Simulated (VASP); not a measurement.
# Si (P6/mmm) in VASP: further runs

The runs below take Si through single point, with LDA.

All numbers are computed with VASP 6.6.1; they aren't measurements. Logs are shortened: lines on timing, memory, paths and dates and some standing lists are left out, and cuts for length are marked.

### Step 1. The cell of the first run

The structure is hexagonal, space group P6/mmm (No. 191). The conventional cell has a = 2.686 Å, b = 2.686 Å, c = 2.590 Å, α = 90.00°, β = 90.00°, γ = 120.00°. Si (site symmetry 6/mmm) has 8 Si at 2.59 to 2.69 Å within 3.4 Å.

### Step 2. Single point, LDA (strain +0.025 along x and y, +0.050 along z)

INCAR

```
SYSTEM = Si
PREC = Accurate
ENCUT = 520
EDIFF = 1E-6
ISMEAR = 0
SIGMA = 0.15
LREAL = .False.
LASPH = .True.
NELM = 60
ALGO = Normal
ISIF = 2
LWAVE = .False.
LCHARG = .False.
GGA = CA
NBANDS = 8
```

KPOINTS

```
regular mesh
0
Gamma
  21 21 20
  0 0 0
```

POSCAR

```
Si
1.0
    2.6860563853      0.0000000000      0.0000000000
   -1.3430281927      2.3261930656      0.0000000000
    0.0000000000      0.0000000000      2.5896721095
Si
1
Direct
    0.0000000000      0.0000000000      0.0000000000
```

Potentials or basis: VASP PAW LDA potentials, release 64 (Si).

Started as:

```console
$ cat potpaw_LDA.64/Si/POTCAR > POTCAR
$ mpirun -np 1 vasp_std > vasp.out
```

OUTCAR:

```text
SYSTEM = Si
   PREC = Accurate
   ENCUT = 520
   EDIFF = 1E-6
   ISMEAR = 0
   LREAL = .False.
   LASPH = .True.
   NELM = 60
   ISIF = 2
   GGA = CA

 ion  position               nearest neighbor table
   1  0.000  0.000  0.000-

  LATTYP: Found a hexagonal cell.
 ALAT       =     2.6860563853
 C/A-ratio  =     0.9641168084

  Lattice vectors:

 A1 = (   2.6860563853,   0.0000000000,   0.0000000000)
 A2 = (  -1.3430281927,   2.3261930656,   0.0000000000)
 A3 = (   0.0000000000,   0.0000000000,   2.5896721095)

Analysis of symmetry for initial positions (statically):
=====================================================================
 Subroutine PRICEL returns:
 Original cell was already a primitive cell.

 Routine SETGRP: Setting up the symmetry group for a
 hexagonal supercell.

 Subroutine GETGRP returns: Found 24 space group operations
 (whereof 24 operations were pure point group operations)
 out of a pool of 24 trial point group operations.

The static configuration has the point symmetry D_6h.

Analysis of symmetry for dynamics (positions and initial velocities):
=====================================================================
 Subroutine PRICEL returns:
 Original cell was already a primitive cell.

 Routine SETGRP: Setting up the symmetry group for a
 hexagonal supercell.

 Subroutine GETGRP returns: Found 24 space group operations
 (whereof 24 operations were pure point group operations)
 out of a pool of 24 trial point group operations.

The dynamic configuration has the point symmetry D_6h.

 Subroutine INISYM returns: Found 24 space group operations
 (whereof 24 operations are pure point group operations),
 and found     1 'primitive' translations

----------------------------------------------------------------------------------------

                                     Primitive cell

  volume of cell :      16.1810

  direct lattice vectors                    reciprocal lattice vectors
     2.686056385  0.000000000  0.000000000     0.372293004  0.214943466  0.000000000
    -1.343028193  2.326193066  0.000000000     0.000000000  0.429886932  0.000000000
     0.000000000  0.000000000  2.589672109     0.000000000  0.000000000  0.386149272

  length of vectors
     2.686056385  2.686056385  2.589672109     0.429886932  0.429886932  0.386149272

  position of ions in fractional coordinates (direct lattice)
     0.000000000  0.000000000  0.000000000

  ion indices of the primitive-cell ions
   primitive index   ion index
                 1           1

----------------------------------------------------------------------------------------

 KPOINTS: regular mesh

Automatic generation of k-mesh.
 Grid dimensions read from file:
 generate k-points for:   21   21   20

 Generating k-lattice:

  Cartesian coordinates                     Fractional coordinates (reciprocal lattice)
     0.017728238  0.010235403  0.000000000     0.047619048  0.000000000  0.000000000
     0.000000000  0.020470806  0.000000000     0.000000000  0.047619048  0.000000000
     0.000000000  0.000000000  0.019307464     0.000000000  0.000000000  0.050000000

  Length of vectors
     0.020470806  0.020470806  0.019307464

  Shift w.r.t. Gamma in fractional coordinates (k-lattice)
     0.000000000  0.000000000  0.000000000

 Subroutine IBZKPT returns following result:
 ===========================================

 Found    528 irreducible k-points:

 Following reciprocal coordinates:
            Coordinates               Weight
  0.000000  0.000000  0.000000      1.000000
  0.047619  0.000000  0.000000      6.000000
  0.095238  0.000000  0.000000      6.000000
  0.142857  0.000000  0.000000      6.000000
  0.190476  0.000000  0.000000      6.000000
  0.238095  0.000000  0.000000      6.000000
[... 16 lines left out ...]
  0.142857  0.095238  0.000000     12.000000
  0.190476  0.095238  0.000000     12.000000
 [... further k-points ...]
   k-points           NKPTS =    528   k-points in BZ     NKDIM =    528   number of bands    NBANDS=      8
   number of dos      NEDOS =    301   number of ions     NIONS =      1
   total plane-waves  NPLWV =   8000
   dimension x,y,z NGX =    20 NGY =   20 NGZ =   20
   dimension x,y,z NGXF=    40 NGYF=   40 NGZF=   40
   ions per type =               1
   NGX,Y,Z   is equivalent  to a cutoff of  12.38, 12.38, 12.84 a.u.
   NGXF,Y,Z  is equivalent  to a cutoff of  24.76, 24.76, 25.68 a.u.
 SYSTEM =  Si
   PREC   = accura    normal or accurate (medium, high low for compatibility)
   ISTART =      0    job   : 0-new  1-cont  2-samecut
   ICHARG =      2    charge: 1-file 2-atom 10-const
   ISPIN  =      1    spin polarized calculation?
   LNONCOLLINEAR =      F non collinear calculations
   LSORBIT =      F    spin-orbit coupling
   LASPH  =      T    aspherical Exc in radial PAW
   ENCUT  =  520.0 eV  38.22 Ry    6.18 a.u.   4.99  4.99  4.82*2*pi/ulx,y,z
   NELM   =     60;   NELMIN=  2; NELMDL= -5     # of ELM steps
   EDIFF  = 0.1E-05   stopping-criterion for ELM
   LREAL  =      F    real-space projection
   EDIFFG = 0.1E-04   stopping-criterion for IOM
   NSW    =      0    number of steps for IOM
   IBRION =     -1    ionic relax: 0-MD 1-quasi-New 2-CG
   NFREE  =      0    steps in history (QN), initial steepest desc. (CG)
   ISIF   =      2    stress and relaxation
   ISYM   =      2    0-nonsym 1-usesym 2-fastsym
   POTIM  = 0.5000    time-step for ionic-motion
   TEBEG  =    0.0;   TEEND  =   0.0 temperature during run
   PSTRESS=    0.0 pullay stress
   NELECT =       4.0000    total number of electrons
   NUPDOWN=      -1.0000    fix difference up-down
   EMIN   =  10.00;   EMAX   =-10.00  energy-range for DOS
   EFERMI =   0.00;   METHOD = LEGACY
   ISMEAR =     0;   SIGMA  =   0.15  broadening in eV -4-tet -1-fermi 0-gaus
   EFERMI_NEDOS =   21; number of points for ismear=-14 and -15
   IALGO  =     38    algorithm
   IMIX   =      4    mixing-type and parameters
     AMIX     =   0.40;   BMIX     =  1.00
     AMIX_MAG =   1.60;   BMIX_MAG =  1.00
  volume/ion in A,a.u.               =      16.18       109.19
  Fermi-wavevector in a.u.,A,eV,Ry     =   1.027447  1.941594 14.362966  1.055648
  Thomas-Fermi vector in A             =   2.161393
   LORBIT       =      0    0 simple, 1 ext, 2 COOP (PROOUT), +10 PAW based schemes
   GGA     = CA    functional components
   LHFCALC =     F    Hartree Fock is set to
   AEXX    =    0.0000 exact exchange contribution
   IVDW    =     0    specifies the selected vdW correction
   LEPSILON=     F    determine dielectric tensor
   LRPA    =     F    only Hartree local field effects (RPA)
 non-spin polarized calculation
 Gauss-broadening in eV      SIGMA  =   0.15
  energy-cutoff  :      520.00
  volume of cell :       16.18
 maximum number of plane-waves:       450
 NGX is ok and might be reduce to    20
   NGX =  9   NGY =  9   NGZ =  9

 number of electron       4.0000000 magnetization

 Free energy of the ion-electron system (eV)
  ---------------------------------------------------
  ext. energy  EPLUGINS =         0.00000000
  ---------------------------------------------------
  free energy    TOTEN  =        -5.67825627 eV

  energy without entropy =       -5.67297669  energy(sigma->0) =       -5.67561648

 E-fermi :   8.4167     XC(G=0): -10.7587

 val. band max:        8.4147098080   @ k =   0.2857   0.0000   0.1000
 cond. band min:       8.4399220798   @ k =   0.2381   0.0476   0.2500
 fundamental gap:      0.0252122719
 Fermi energy:         8.4166986622

 k-point     1 :       0.0000    0.0000    0.0000
  band No.  band energies     occupation
      1      -4.8413      2.00000
      2      15.0190      0.00000
      3      15.6418      0.00000
      4      18.0532      0.00000
      5      18.0532      0.00000
      6      20.5322      0.00000
      7      20.5322      0.00000
      8      25.8562      0.00000

 k-point     2 :       0.0476    0.0000    0.0000
  band No.  band energies     occupation
      1      -4.7810      2.00000
      2      15.0696      0.00000
      3      15.4315      0.00000
      4      17.6784      0.00000
      5      17.6863      0.00000
      6      20.4533      0.00000
      7      21.0116      0.00000
      8      26.4168      0.00000

 k-point     3 :       0.0952    0.0000    0.0000
  band No.  band energies     occupation
      1      -4.6001      2.00000
      2      14.6357      0.00000
      3      15.2212      0.00000
      4      16.9528      0.00000
      5      17.0971      0.00000
      6      20.2757      0.00000
      7      22.0501      0.00000
      8      27.0153      0.00000

 k-point     4 :       0.1429    0.0000    0.0000
  band No.  band energies     occupation
      1      -4.2990      2.00000
      2      13.2524      0.00000
      3      15.4730      0.00000
      4      16.2012      0.00000
      5      16.7278      0.00000
      6      20.1409      0.00000
      7      23.3205      0.00000
      8      27.8191      0.00000

 k-point     5 :       0.1905    0.0000    0.0000
  band No.  band energies     occupation
      1      -3.8786      2.00000
      2      11.6146      0.00000
      3      15.5099      0.00000
      4      15.8234      0.00000
      5      16.4453      0.00000
      6      20.1709      0.00000
      7      24.7323      0.00000
      8      28.6690      0.00000
[... 177 lines left out ...]
 k-point    22 :       0.0952    0.0952    0.0000
  band No.  band energies     occupation
      1      -4.1187      2.00000
      2      12.9539      0.00000
      3      14.4063      0.00000
      4      15.6235      0.00000
      5      17.6229      0.00000
      6      20.8248      0.00000
      7      22.9373      0.00000
      8      28.6961      0.00000

 k-point    23 :       0.1429    0.0952    0.0000
  band No.  band energies     occupation
      1      -3.6987      2.00000
      2      11.6184      0.00000
      3      13.3170      0.00000
      4      15.9728      0.00000
      5      17.8566      0.00000
      6      20.9784      0.00000
      7      23.8008      0.00000
      8      29.1683      0.00000

 k-point    24 :       0.1905    0.0952    0.0000
  band No.  band energies     occupation
      1      -3.1607      2.00000
      2      10.0318      0.00000
      3      12.5599      0.00000
      4      16.4172      0.00000
      5      18.0036      0.00000
      6      21.0763      0.00000
      7      25.0268      0.00000
      8      27.9646      0.00000

 [... further k-points ...]
[... 5 lines left out ...]
  --------------------------------------------------------------------------------------
  -------------------------------------------------------------------------------------
  Total       -0.7489398     -0.7489398     -1.3903910      0.0000000     -0.0000000      0.0000000
  in kB      -74.1569485    -74.1569485   -137.6708112      0.0000000     -0.0000000      0.0000000
  external PRESSURE =     -95.3282361 kB  Pullay stress =       0.0000000 kB

 VOLUME and BASIS-vectors are now :
 -----------------------------------------------------------------------------
  energy-cutoff  :      520.00
  volume of cell :       16.18
      direct lattice vectors                 reciprocal lattice vectors
     2.686056385  0.000000000  0.000000000     0.372293004  0.214943466  0.000000000
    -1.343028193  2.326193066  0.000000000     0.000000000  0.429886932  0.000000000
     0.000000000  0.000000000  2.589672109     0.000000000  0.000000000  0.386149272

 POSITION                                       TOTAL-FORCE (eV/Angst)
 -----------------------------------------------------------------------------------
      0.00000      0.00000      0.00000        -0.000000      0.000000      0.000000
 -----------------------------------------------------------------------------------
    total drift:                               -0.000000     -0.000000      0.000000

  FREE ENERGIE OF THE ION-ELECTRON SYSTEM (eV)
  ---------------------------------------------------
  free  energy   TOTEN  =        -5.6782562684 eV

  energy  without entropy=       -5.6729766903  energy(sigma->0) =       -5.67561648
```

Wall time 20 s (1 thread of Intel Xeon 6975P-C (Granite Rapids), shared host); peak memory 0.15 GiB.

Results:

```
Free energy            : -5.6783 eV
Pressure               : -9.5 GPa
Band gap on the k mesh : zero (band 2 reaches 15.07 eV, above the bottom of band 3 at 4.38 eV)
```

Stress tensor (GPa, compression positive):
```
 -7.42   0.00   0.00
  0.00  -7.42   0.00
  0.00   0.00 -13.77
```

Caveat: the cell differs from its parent crystal (strain +0.025 along x and y, +0.050 along z).

### Step 3. Single point, LDA (strain +0.050 along x and y, +0.025 along z)

INCAR

```
SYSTEM = Si
  ALGO = Normal
  EDIFF = 1E-7
  ENCUT = 520
  ISIF = 2
  ISMEAR = 0
  LASPH = .TRUE.
  LCHARG = .FALSE.
  LREAL = .FALSE.
  LWAVE = .FALSE.
  NBANDS = 8
  NELM = 60
  PREC = Accurate
  SIGMA = 0.15
```

KPOINTS

```
k-points
0
G
  21 21 20
  0 0 0
```

POSCAR

```
Si
1.0
    2.7515699556      0.0000000000      0.0000000000
   -1.3757849778      2.3829294819      0.0000000000
    0.0000000000      0.0000000000      2.5280132497
Si
1
Direct
    0.0000000000      0.0000000000      0.0000000000
```

Potentials or basis: VASP PAW LDA potentials, release 64 (Si).

Started as:

```console
$ cat potpaw_LDA.64/Si/POTCAR > POTCAR
$ mpirun -np 1 vasp_std > vasp.out
```

It took 28 s on 1 thread of Intel Xeon 6975P-C (Granite Rapids), shared host; peak memory 0.15 GiB.

Results (log left out):

* Free energy: -5.6617 eV
* Pressure: -10.9 GPa
* Band gap on the k mesh: zero (band 2 reaches 15.78 eV, above the bottom of band 3 at 4.11 eV)

Stress tensor (GPa, compression positive):
```
-11.36   0.00   0.00
  0.00 -11.36   0.00
  0.00   0.00  -9.96
```

Levels at points of the mesh, in eV from the Fermi level:
| k point | band 1 | band 2 | band 3 | band 4 | band 5 | band 6 | band 7 |
| --- | --- | --- | --- | --- | --- | --- | --- |
| (0.00, 0.00, 0.00) | -13.05 | 7.65 | 7.79 | 8.58 | 8.58 | 11.56 | 11.56 |
| (0.00, 0.00, 0.50) | -8.47 | -6.37 | 11.75 | 11.75 | 14.24 | 14.24 | 15.24 |

Caveat: the cell differs from its parent crystal (strain +0.050 along x and y, +0.025 along z).
